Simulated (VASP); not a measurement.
A run of VASP 6.6.1 is set up as follows.

Contents of INCAR:

```
PREC = Accurate ; ENCUT = 520
EDIFF = 1E-6 ; ISMEAR = -1
SIGMA = 0.02 ; LREAL = F
LASPH = T ; NELM = 60
ALGO = Normal ; ISIF = 2
LWAVE = F ; LCHARG = T
GGA = PE ; LELF = T
LVHAR = T ; NBANDS = 54
```

Contents of KPOINTS:

```
Automatic mesh
0
Gamma
  4 4 4
```

POSCAR

```
Cs2AgBiBr6
1.0
    0.0000000000      5.7420104611      5.7420104611
    5.7420104611      0.0000000000      5.7420104611
    5.7420104611      5.7420104611      0.0000000000
Cs Ag Bi Br
2 1 1 6
Direct
    0.2500000000      0.2500000000      0.2500000000
    0.7500000000      0.7500000000      0.7500000000
    0.5000000000      0.5000000000      0.5000000000
    0.0000000000      0.0000000000      0.0000000000
    0.2513065113      0.7486934887      0.2513065113
    0.2513065113      0.7486934887      0.7486934887
    0.7486934887      0.2513065113      0.7486934887
    0.7486934887      0.2513065113      0.2513065113
    0.2513065113      0.2513065113      0.7486934887
    0.7486934887      0.7486934887      0.2513065113
```

Potentials or basis: VASP PAW PBE potentials, release 64 (Cs_sv, Ag, Bi_d, Br).

Command:

```sh
$ cat potpaw_PBE.64/Cs_sv/POTCAR potpaw_PBE.64/Ag/POTCAR potpaw_PBE.64/Bi_d/POTCAR potpaw_PBE.64/Br/POTCAR > POTCAR
$ mpirun -np 1 vasp_std > vasp.out
```

**Question.** What does it give for the band gap on the k mesh?

**Answer.** 1.33 eV (least direct gap 2.38 eV).

**Question.** Predict the pressure.

**Answer.** 0.0 GPa.

Forces in eV/Å, atoms in the order of the input:
```
Cs   0.000  0.000  0.000
Cs   0.000  0.000  0.000
Ag   0.000  0.000  0.000
Bi   0.000  0.000  0.000
Br   0.000  0.003  0.000
Br  -0.003  0.000  0.000
Br   0.000 -0.003  0.000
Br   0.003  0.000  0.000
Br   0.000  0.000  0.003
Br   0.000  0.000 -0.003
```

Caveat: spin-orbit coupling is left out, which moves the levels of the heavy elements. PBE gaps usually lie below the measured ones, often by a third to a half.
